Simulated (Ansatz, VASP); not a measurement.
**One calculation of Zr, two programs**

```
Zr
1.0
     3.23761    0.00000    0.00000
    -1.61881    2.80385    0.00000
     0.00000    0.00000   10.39208
Zr
4
Direct
  0.00000 0.00000 0.00000
  0.00000 0.00000 0.50000
  0.33333 0.66667 0.25000
  0.66667 0.33333 0.75000
```

Alike in both runs: task single point; functional r2SCAN; k mesh 13 × 13 × 4; occupations fermi-dirac, width 0.1 eV; no spin polarisation.

|  | VASP | Ansatz |
| --- | --- | --- |
| version | VASP 6.6.1 | Ansatz 0.2.0 |
| potentials or method | VASP PAW PBE potentials, release 64 (Zr_sv), cutoff 520 eV | plane waves (500 eV) with PAW, scalar-relativistic |
| valence electrons in the cell | 48 | 48 |

```tsv
	VASP	Ansatz	Ansatz less VASP
pressure (GPa)	0.1	0.1	-0.01
traceless stress, the component that is largest in VASP (GPa)	-0.08	-0.07	+0.010
```

VASP's potentials were made for PBE, not for r2SCAN.
